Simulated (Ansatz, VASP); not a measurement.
Two plane-wave programs on Sn3I2

```
Sn I
1.0
     4.64381    0.00000    0.00000
    -2.32191    4.02166    0.00000
     0.00000    0.00000   12.79499
Sn I
3 2
Cartesian
  0.0000 0.0000 0.0000
  0.0000 2.6811 6.8324
  2.3219 1.3406 5.9625
  0.0000 2.6811 1.8117
  2.3219 1.3406 10.9833
```

Alike in both runs: functional PBE; k mesh 12 × 12 × 4; occupations gaussian, width 0.1 eV; no spin polarisation.

Ansatz relaxed the structure, and its values are those at the end. VASP's run is a single point on that final structure, the one shown.

|  | VASP | Ansatz |
| --- | --- | --- |
| version | VASP 6.6.1 | Ansatz 0.2.0 |
| potentials or method | VASP PAW PBE potentials, release 64 (Sn_d, I), cutoff 520 eV | scalar-relativistic, plane waves, PAW |
| valence electrons in the cell | 56 | 76 |

```tsv
	VASP	Ansatz	Ansatz less VASP
gap on the k mesh at the Fermi level (eV)	none	none	-
pressure (GPa)	0.0	0.0	+0.02
```

A gap of «none» marks a metal or a gap that the smearing closes. VASP's potentials hold 56 valence electrons a cell and Ansatz's 76, so a difference there can come from the potentials and not from the codes.

Neither program's run includes spin-orbit coupling.
